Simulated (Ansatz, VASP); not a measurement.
# One calculation of Tl, two programs

```
CELL_PARAMETERS angstrom
-1.98934 1.98934 1.98934
1.98934 -1.98934 1.98934
1.98934 1.98934 -1.98934
ATOMIC_POSITIONS crystal
Tl 0.00000 0.00000 0.00000
```

Alike in both runs: functional PBE; k mesh 15 × 15 × 15; occupations fermi-dirac, width 0.05 eV; no spin polarisation.

Ansatz relaxed the structure, and its values are those at the end. VASP's run is a single point on that final structure, the one shown.

|  | VASP | Ansatz |
| --- | --- | --- |
| version | VASP 6.6.1 | Ansatz 0.2.0 |
| potentials or method | VASP PAW PBE potentials, release 64 (Tl_d) | PAW with Ansatz's default frozen-core files, scalar-relativistic |
| plane-wave cutoff (eV) | 520 | 420 |
| valence electrons in the cell | 13 | 13 |

|  | VASP | Ansatz | Ansatz less VASP |
| --- | --- | --- | --- |
| pressure (GPa) | -0.1 | 0.0 | +0.06 |

The functional is the same, so the differences come from potentials, cutoffs and numerics.

Spin-orbit coupling is off throughout.
